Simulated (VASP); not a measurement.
Crystal: Hf.

```
Hf
1.0
    -1.79146    1.79146    1.80500
     1.79146   -1.79146    1.80500
     1.81854    1.81854   -1.80500
Hf
1
Direct
  0.00000 0.00000 0.00000
```

This cell differs from its parent crystal: xy shear strain of +1.5 %.

Base run:

* Program: VASP 6.6.1
* Functional: PBE
* Potentials or basis: VASP PAW PBE potentials, release 64 (Hf_pv)
* Cutoff: 520 eV
* k mesh: 16 × 16 × 16
* Occupations: fermi-dirac, width 0.08 eV
* Spin: no spin polarisation

Its results: band gap on the k mesh zero (band 5 reaches 5.70 eV, above the bottom of band 6 at 3.53 eV); pressure -5.1 GPa.

Question: The run is repeated on the same cell with these changes: occupations from fermi-dirac, width 0.08 eV to methfessel-paxton, width 0.05 eV. What comes out?

Answer: Band gap on the k mesh zero (band 5 reaches 5.70 eV, above the bottom of band 6 at 3.53 eV); pressure -5.6 GPa.

Caveats: spin-orbit coupling is left out, which moves the levels of the heavy elements.
